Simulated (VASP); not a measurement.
# KCl (Sylvite): single point with r2SCAN

KCl (Sylvite):

```xyz
2
Lattice="0.0000 3.1448 3.1448 3.1448 0.0000 3.1448 3.1448 3.1448 0.0000" Properties=species:S:1:pos:R:3 pbc="T T T"
K     0.0000    0.0000    0.0000
Cl    3.1448    3.1448    3.1448
```

```yaml
Program: VASP 6.6.1
Task: single point
Functional: r2SCAN
Potentials_or_basis: VASP PAW PBE potentials, release 64 (K_sv, Cl)
Cutoff: 520 eV
k_mesh: 4 × 4 × 4
Occupations: gaussian, width 0.01 eV
Spin: no spin polarisation
Dipole_correction: no
Further_INCAR_settings: ALGO = Normal; EDIFF = 1e-06; NBANDS = 15
```

- Pressure: 0.0 GPa
- Band gap on the k mesh: 5.83 eV, direct

Levels at points of the mesh, in eV from the valence-band top:
```tsv
k point	band 6	band 7	band 8	band 9	band 10	band 11
(0.00, 0.00, 0.00)	0.00	0.00	0.00	5.83	9.03	9.03
(0.50, 0.00, 0.00)	-1.05	-0.32	-0.32	8.14	9.25	11.33
(0.50, 0.50, 0.00)	-0.67	-0.23	-0.23	7.03	9.22	10.70
```

Wall time 100 s on 1 thread of AMD EPYC 7R13 (shared host), peak memory 0.19 GiB.

Caveat: the k points lie up to 0.43 Å⁻¹ apart; the PAW data sets were made with another functional, which shifts forces and pressure a little. r2SCAN opens gaps a little over a GGA but as a rule still falls short of measured ones.
